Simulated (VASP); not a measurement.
Set up this calculation in VASP 6.6.1, as the native input.

* Task: single point
* Functional: PBE
* Potentials or basis: VASP PAW PBE potentials, release 64 (Si)
* Cutoff: 520 eV
* k mesh: 3 × 3 × 3
* Occupations: gaussian, width 0.1 eV
* Spin: no spin polarisation
* Dipole correction: no
* Further INCAR settings: ALGO = Normal; EDIFF = 1e-06; NBANDS = 36

The structure of Si lies in POSCAR:

```
Si
1.0
    3.2831573216      1.8955317634      6.2399645744
   -3.2831573216      1.8955317634      6.2399645744
    0.0000000000     -3.7910635268      6.2399645744
Si
12
Direct
    0.0248729084      0.6330731460      0.0248729084
    0.0248729084      0.0248729084      0.6330731460
    0.6330731460      0.0248729084      0.0248729084
    0.9751270916      0.3669268540      0.9751270916
    0.3669268540      0.9751270916      0.9751270916
    0.9751270916      0.9751270916      0.3669268540
    0.2415240211      0.6182769106      0.2415240211
    0.2415240211      0.2415240211      0.6182769106
    0.6182769106      0.2415240211      0.2415240211
    0.7584759789      0.3817230894      0.7584759789
    0.3817230894      0.7584759789      0.7584759789
    0.7584759789      0.7584759789      0.3817230894
```

One way to write it, as run:

INCAR

```
SYSTEM = Si
ALGO = Normal ; EDIFF = 1E-6
ENCUT = 520 ; GGA = PE
ISIF = 2 ; ISMEAR = 0
LASPH = .True. ; LCHARG = .True.
LELF = .True. ; LREAL = .False.
LVHAR = .True. ; LWAVE = .False.
NBANDS = 36 ; NELM = 100
PREC = Accurate ; SIGMA = 0.1
```

KPOINTS

```
k-points
0
Gamma
  3 3 3
  0 0 0
```

Potentials or basis: VASP PAW PBE potentials, release 64 (Si).

The run is started by

```sh
$ cat potpaw_PBE.64/Si/POTCAR > POTCAR
$ mpirun -np 1 vasp_std > vasp.out
```

It gave:

```yaml
Pressure: 0.0 GPa
Largest_force: 0.024 eV/Å
Band_gap_on_the_k_mesh: zero (bands 24 and 25 overlap by 0.59 eV)
```

Caveat: the k points lie up to 0.38 Å⁻¹ apart, too coarse for converged energies and pressures of a metal; semilocal functionals underestimate gaps, so a narrow gap can read as zero.

Run time: 68 s on 1 thread of AMD EPYC 7R13 Processor (Zen 3), with other jobs on the host, peak memory 0.34 GiB.
